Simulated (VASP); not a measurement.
The system is KF.

```
K F
1.0
     4.48500    0.00000    0.00000
    -2.24250    3.88413    0.00000
     0.00000    0.00000    5.27130
K F
2 2
Direct
  0.33333 0.66667 0.93750
  0.66667 0.33333 0.43750
  0.33333 0.66667 0.43750
  0.66667 0.33333 0.93750
```

Base run:

| Quantity | Value |
| --- | --- |
| Program | VASP 6.6.1 |
| Functional | r2SCAN |
| Potentials or basis | VASP PAW PBE potentials, release 64 (K_sv, F) |
| Cutoff | 520 eV |
| k mesh | 6 × 6 × 6 |
| Occupations | gaussian, width 0.01 eV |
| Spin | no spin polarisation |

Its results: band gap on the k mesh 5.95 eV; pressure 0.0 GPa.

Problem. The run is repeated on the same cell with these changes: functional from r2SCAN to PBE. What comes out?

Solution. Band gap on the k mesh 5.37 eV; pressure 1.3 GPa.

Caveats: the PAW data sets were made with another functional, which shifts forces and pressure a little (at least some runs).

A k mesh can miss the band edges.
